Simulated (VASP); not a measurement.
# Hf4Cl3 (F-43m) in VASP: relaxation of cell and atoms with PBE

Aim: the relaxation of cell and atoms of Hf4Cl3 with PBE.

Everything below comes from runs of VASP 6.6.1. Logs are shortened: lines on timing, memory, paths and dates and some standing lists are left out, and cuts for length are marked.

## Step 1: The cell of the first run

It takes space group F-43m (No. 216, cubic). The conventional cell has a = 9.026 Å, b = 9.026 Å, c = 9.026 Å, α = 90.00°, β = 90.00°, γ = 90.00°. Within 3.2 Å of Hf (site symmetry 3m) lie 1 Cl at 2.42 Å and 3 Hf at 2.43 Å. Within 5.1 Å of Cl (site symmetry -43m) lie 12 Hf at 3.85 Å and 8 Cl at 3.91 Å. Cl (site symmetry -43m) has 4 Hf at 2.42 Å within 3.2 Å. Within 4.8 Å of Cl (site symmetry -43m) lie 12 Hf at 3.69 Å and 10 Cl at 3.91 to 4.51 Å.

The cell was built from a structure type or drawn by symmetry, and may not be a known phase.

## Step 2: Relaxation of cell and atoms, PBE

INCAR

```
SYSTEM = Hf4Cl3
PREC = Accurate
ENCUT = 500
EDIFF = 1E-7
ISMEAR = 0
SIGMA = 0.2
LREAL = .FALSE.
LASPH = .TRUE.
NELM = 120
ALGO = Normal
ISIF = 3
LWAVE = .FALSE.
LCHARG = .FALSE.
GGA = PE
IBRION = 2
NSW = 36
EDIFFG = -0.08
GGA_COMPAT = .FALSE.
NELMIN = 4
```

KPOINTS

```
Automatic mesh
0
G
  3 3 3
  0 0 0
```

POSCAR

```
Hf4Cl3
1.0
    0.0000000000      4.5131036100      4.5131036100
    4.5131036100      0.0000000000      4.5131036100
    4.5131036100      4.5131036100      0.0000000000
Hf Cl
4 3
Direct
    0.1549880800      0.1549880800      0.1549880800
    0.1549880800      0.1549880800      0.5350357700
    0.1549880800      0.5350357700      0.1549880800
    0.5350357700      0.1549880800      0.1549880800
    0.7500000000      0.7500000000      0.7500000000
    0.0000000000      0.0000000000      0.0000000000
    0.5000000000      0.5000000000      0.5000000000
```

Potentials or basis: VASP PAW PBE potentials, release 64 (Hf_pv, Cl).

On the command line:

```
cat potpaw_PBE.64/Hf_pv/POTCAR potpaw_PBE.64/Cl/POTCAR > POTCAR
mpirun -np 1 vasp_std > vasp.out
```

OUTCAR:

```text
SYSTEM = Hf4Cl3
   PREC = Accurate
   ENCUT = 500
   EDIFF = 1E-7
   ISMEAR = 0
   LREAL = .FALSE.
   LASPH = .TRUE.
   NELM = 120
   ISIF = 3
   GGA = PE
   IBRION = 2
   NSW = 36
   EDIFFG = -0.08
   NELMIN = 4

 ion  position               nearest neighbor table
   1  0.155  0.155  0.155-   6 2.42   3 2.43   4 2.43   2 2.43
   2  0.155  0.155  0.535-   6 2.42   3 2.43   4 2.43   1 2.43
   3  0.155  0.535  0.155-   6 2.42   2 2.43   4 2.43   1 2.43
   4  0.535  0.155  0.155-   6 2.42   2 2.43   3 2.43   1 2.43
   5  0.750  0.750  0.750-
   6  0.000  0.000  0.000-   2 2.42   3 2.42   4 2.42   1 2.42
   7  0.500  0.500  0.500-

  LATTYP: Found a face centered cubic cell.
 ALAT       =     9.0262072200

  Lattice vectors:

 A1 = (   0.0000000000,   4.5131036100,   4.5131036100)
 A2 = (   4.5131036100,   0.0000000000,   4.5131036100)
 A3 = (   4.5131036100,   4.5131036100,   0.0000000000)

Analysis of symmetry for initial positions (statically):
=====================================================================
 Subroutine PRICEL returns:
 Original cell was already a primitive cell.

 Routine SETGRP: Setting up the symmetry group for a
 face centered cubic supercell.

 Subroutine GETGRP returns: Found 24 space group operations
 (whereof 24 operations were pure point group operations)
 out of a pool of 48 trial point group operations.

The static configuration has the point symmetry T_d .

Analysis of symmetry for dynamics (positions and initial velocities):
=====================================================================
 Subroutine PRICEL returns:
 Original cell was already a primitive cell.

 Routine SETGRP: Setting up the symmetry group for a
 face centered cubic supercell.

 Subroutine GETGRP returns: Found 24 space group operations
 (whereof 24 operations were pure point group operations)
 out of a pool of 48 trial point group operations.

The dynamic configuration has the point symmetry T_d .

 Subroutine INISYM returns: Found 24 space group operations
 (whereof 24 operations are pure point group operations),
 and found     1 'primitive' translations

----------------------------------------------------------------------------------------

                                     Primitive cell

  volume of cell :     183.8467

  direct lattice vectors                    reciprocal lattice vectors
     0.000000000  4.513103610  4.513103610    -0.110788505  0.110788505  0.110788505
     4.513103610  0.000000000  4.513103610     0.110788505 -0.110788505  0.110788505
     4.513103610  4.513103610  0.000000000     0.110788505  0.110788505 -0.110788505

  length of vectors
     6.382492334  6.382492334  6.382492334     0.191891319  0.191891319  0.191891319

  position of ions in fractional coordinates (direct lattice)
     0.154988080  0.154988080  0.154988080
     0.154988080  0.154988080  0.535035770
     0.154988080  0.535035770  0.154988080
     0.535035770  0.154988080  0.154988080
     0.750000000  0.750000000  0.750000000
     0.000000000  0.000000000  0.000000000
     0.500000000  0.500000000  0.500000000

  ion indices of the primitive-cell ions
   primitive index   ion index
                 1           1
                 2           2
                 3           3
                 4           4
                 5           5
                 6           6
                 7           7

----------------------------------------------------------------------------------------

 KPOINTS: Automatic mesh

Automatic generation of k-mesh.
 Grid dimensions read from file:
 generate k-points for:    3    3    3

 Generating k-lattice:

  Cartesian coordinates                     Fractional coordinates (reciprocal lattice)
    -0.036929502  0.036929502  0.036929502     0.333333333  0.000000000  0.000000000
     0.036929502 -0.036929502  0.036929502     0.000000000  0.333333333  0.000000000
     0.036929502  0.036929502 -0.036929502     0.000000000  0.000000000  0.333333333

  Length of vectors
     0.063963773  0.063963773  0.063963773

  Shift w.r.t. Gamma in fractional coordinates (k-lattice)
     0.000000000  0.000000000  0.000000000

 Subroutine IBZKPT returns following result:
 ===========================================

 Found      4 irreducible k-points:

 Following reciprocal coordinates:
            Coordinates               Weight
  0.000000  0.000000  0.000000      1.000000
  0.333333  0.000000  0.000000      8.000000
  0.333333  0.333333  0.000000      6.000000
 -0.333333  0.333333  0.000000     12.000000
   k-points           NKPTS =      4   k-points in BZ     NKDIM =      4   number of bands    NBANDS=     36
   number of dos      NEDOS =    301   number of ions     NIONS =      7
   total plane-waves  NPLWV = 110592
   dimension x,y,z NGX =    48 NGY =   48 NGZ =   48
   dimension x,y,z NGXF=    96 NGYF=   96 NGZF=   96
   ions per type =               4   3
   NGX,Y,Z   is equivalent  to a cutoff of  12.50, 12.50, 12.50 a.u.
   NGXF,Y,Z  is equivalent  to a cutoff of  25.01, 25.01, 25.01 a.u.
 SYSTEM =  Hf4Cl3
   PREC   = accura    normal or accurate (medium, high low for compatibility)
   ISTART =      0    job   : 0-new  1-cont  2-samecut
   ICHARG =      2    charge: 1-file 2-atom 10-const
   ISPIN  =      1    spin polarized calculation?
   LNONCOLLINEAR =      F non collinear calculations
   LSORBIT =      F    spin-orbit coupling
   LASPH  =      T    aspherical Exc in radial PAW
   ENCUT  =  500.0 eV  36.75 Ry    6.06 a.u.  11.64 11.64 11.64*2*pi/ulx,y,z
   NELM   =    120;   NELMIN=  4; NELMDL= -5     # of ELM steps
   EDIFF  = 0.1E-06   stopping-criterion for ELM
   LREAL  =      F    real-space projection
   EDIFFG = -.8E-01   stopping-criterion for IOM
   NSW    =     36    number of steps for IOM
   IBRION =      2    ionic relax: 0-MD 1-quasi-New 2-CG
   NFREE  =      1    steps in history (QN), initial steepest desc. (CG)
   ISIF   =      3    stress and relaxation
   ISYM   =      2    0-nonsym 1-usesym 2-fastsym
   POTIM  = 0.5000    time-step for ionic-motion
   TEBEG  =    0.0;   TEEND  =   0.0 temperature during run
   PSTRESS=    0.0 pullay stress
   NELECT =      61.0000    total number of electrons
   NUPDOWN=      -1.0000    fix difference up-down
   EMIN   =  10.00;   EMAX   =-10.00  energy-range for DOS
   EFERMI =   0.00;   METHOD = LEGACY
   ISMEAR =     0;   SIGMA  =   0.20  broadening in eV -4-tet -1-fermi 0-gaus
   EFERMI_NEDOS =   21; number of points for ismear=-14 and -15
   IALGO  =     38    algorithm
   IMIX   =      4    mixing-type and parameters
     AMIX     =   0.40;   BMIX     =  1.00
     AMIX_MAG =   1.60;   BMIX_MAG =  1.00
  volume/ion in A,a.u.               =      26.26       177.24
  Fermi-wavevector in a.u.,A,eV,Ry     =   1.133355  2.141731 17.476610  1.284495
  Thomas-Fermi vector in A             =   2.270058
   LORBIT       =      0    0 simple, 1 ext, 2 COOP (PROOUT), +10 PAW based schemes
   GGA     = PE    functional components
   LHFCALC =     F    Hartree Fock is set to
   AEXX    =    0.0000 exact exchange contribution
   IVDW    =     0    specifies the selected vdW correction
   LEPSILON=     F    determine dielectric tensor
   LRPA    =     F    only Hartree local field effects (RPA)
 conjugate gradient relaxation of ions
 non-spin polarized calculation
 Gauss-broadening in eV      SIGMA  =   0.20
  energy-cutoff  :      500.00
  volume of cell :      183.85
 maximum number of plane-waves:      4693
 NGX is ok and might be reduce to    48
   NGX = 23   NGY = 23   NGZ = 23

--------------------------------------- Ionic step        1  -------------------------------------------

 number of electron      60.9999993 magnetization

 Free energy of the ion-electron system (eV)
  ---------------------------------------------------
  ext. energy  EPLUGINS =         0.00000000
  ---------------------------------------------------
  free energy    TOTEN  =       -34.98223865 eV

  energy without entropy =      -34.73134188  energy(sigma->0) =      -34.85679026

------------------------ aborting loop because EDIFF is reached ----------------------------------------

  FORCE on cell =-STRESS in cart. coord.  units (eV):
  Direction    XX          YY          ZZ          XY          YZ          ZX
  --------------------------------------------------------------------------------------
  -------------------------------------------------------------------------------------
  Total       23.2317515     23.2317515     23.2317515      0.0000000      0.0000000     -0.0000000
  in kB      202.4587862    202.4587862    202.4587862      0.0000000      0.0000000     -0.0000000
  external PRESSURE =     202.4587862 kB  Pullay stress =       0.0000000 kB
[... 313 lines left out ...]
  energy  without entropy=      -39.1994739273  energy(sigma->0) =      -39.35402319

--------------------------------------- Ionic step        9  -------------------------------------------

 number of electron      61.0000011 magnetization

 Free energy of the ion-electron system (eV)
  ---------------------------------------------------
  ext. energy  EPLUGINS =         0.00000000
  ---------------------------------------------------
  free energy    TOTEN  =       -39.51965090 eV

  energy without entropy =      -39.21555862  energy(sigma->0) =      -39.36760476

 E-fermi :   1.5895     XC(G=0):  -8.1962

 val. band max:        1.5536954986   @ k =   0.3333   0.0000   0.0000
 cond. band min:       1.6552281359   @ k =   0.3333   0.3333   0.0000
 fundamental gap:      0.1015326373
 Fermi energy:         1.5894599316

 k-point     1 :       0.0000    0.0000    0.0000
  band No.  band energies     occupation
      1     -29.9822      2.00000
      2     -29.8647      2.00000
      3     -29.8647      2.00000
      4     -29.8647      2.00000
      5     -29.8046      2.00000
      6     -29.8046      2.00000
[... 28 lines left out ...]
     35       3.3487      0.00000
     36       3.3487      0.00000

 k-point     2 :       0.3333    0.0000    0.0000
  band No.  band energies     occupation
      1     -29.9605      2.00000
      2     -29.8624      2.00000
      3     -29.8611      2.00000
      4     -29.8611      2.00000
      5     -29.8029      2.00000
      6     -29.8029      2.00000
[... 28 lines left out ...]
     35       2.9840      0.00000
     36       3.0942      0.00000

 k-point     3 :       0.3333    0.3333    0.0000
  band No.  band energies     occupation
      1     -29.9523      2.00000
      2     -29.8655      2.00000
      3     -29.8583      2.00000
      4     -29.8583      2.00000
      5     -29.8042      2.00000
      6     -29.8005      2.00000
[... 28 lines left out ...]
     35       2.6842      0.00000
     36       3.0259      0.00000

 k-point     4 :      -0.3333    0.3333    0.0000
  band No.  band energies     occupation
      1     -29.9444      2.00000
      2     -29.8624      2.00000
      3     -29.8589      2.00000
      4     -29.8578      2.00000
      5     -29.8027      2.00000
      6     -29.8009      2.00000
[... 62 lines left out ...]
  FREE ENERGIE OF THE ION-ELECTRON SYSTEM (eV)
  ---------------------------------------------------
  free  energy   TOTEN  =       -39.5196509041 eV

  energy  without entropy=      -39.2155586207  energy(sigma->0) =      -39.36760476

 reached required accuracy - stopping structural energy minimisation
```

It took 4 min on 1 thread of Intel Xeon 6975P-C (Granite Rapids), shared host; peak memory 0.33 GiB.

Results:

```
Free energy                           : -39.5197 eV
Relaxed volume                        : 34.61 Å³/atom
Relaxed cell                          : a = 6.998 Å, b = 6.998 Å, c = 6.998 Å, α = 60.00°, β = 60.00°, γ = 60.00°
Space group after relaxing (to 0.1 Å) : F-43m (No. 216)
Energy gained by relaxing             : 648.2 meV/atom
Ionic steps                           : 9
Pressure after relaxing               : 0.0 GPa
Band gap on the k mesh                : zero (an odd number of electrons rules out a gap without spin polarisation)
```

Forces in eV/Å, atoms in the order of the input:
```
Hf   0.001  0.001  0.001
Hf  -0.001 -0.001  0.001
Hf  -0.001  0.001 -0.001
Hf   0.001 -0.001 -0.001
Cl   0.000  0.000  0.000
Cl   0.000  0.000  0.000
Cl   0.000  0.000  0.000
```

Step by step:
| step | energy change (eV) | largest force (eV/Å) | pressure (GPa) | volume (Å³) |
| --- | --- | --- | --- | --- |
| 1 | 0.0000 | 7.8879 | 20.25 | 183.85 |
| 2 | -0.4199 | 2.8759 | -5.47 | 287.05 |
| 3 | -4.1857 | 1.5462 | 0.86 | 223.34 |
| 4 | -4.2252 | 1.2376 | 1.69 | 220.36 |
| 5 | -4.2351 | 0.9864 | 2.34 | 218.17 |
| 6 | -4.4655 | 0.6648 | 0.30 | 232.49 |
| 7 | -4.5121 | 0.5113 | -0.81 | 244.29 |
| 8 | -4.5263 | 0.3582 | 0.58 | 241.01 |
| 9 | -4.5374 | 0.0025 | 0.01 | 242.29 |

Final structure:
```yaml
crystal:
  lattice:
    - [0.00000, 4.94807, 4.94807]
    - [4.94807, 0.00000, 4.94807]
    - [4.94807, 4.94807, 0.00000]
  atoms:
    - { symbol: Hf, position: [0.14906, 0.14906, 0.14906] }
    - { symbol: Hf, position: [0.14906, 0.14906, 0.55283] }
    - { symbol: Hf, position: [0.14906, 0.55283, 0.14906] }
    - { symbol: Hf, position: [0.55283, 0.14906, 0.14906] }
    - { symbol: Cl, position: [0.75000, 0.75000, 0.75000] }
    - { symbol: Cl, position: [0.00000, 0.00000, 0.00000] }
    - { symbol: Cl, position: [0.50000, 0.50000, 0.50000] }
```

Caveat: the k points lie up to 0.37 Å⁻¹ apart in the final cell, too coarse for converged energies and pressures of a metal; the volume moved by over 15 % at a fixed basis, so the end points are rough; spin-orbit coupling is left out, which moves the levels of the heavy elements; an odd number of electrons without spin polarisation forces a metal; a magnetic or distorted state may lie lower.
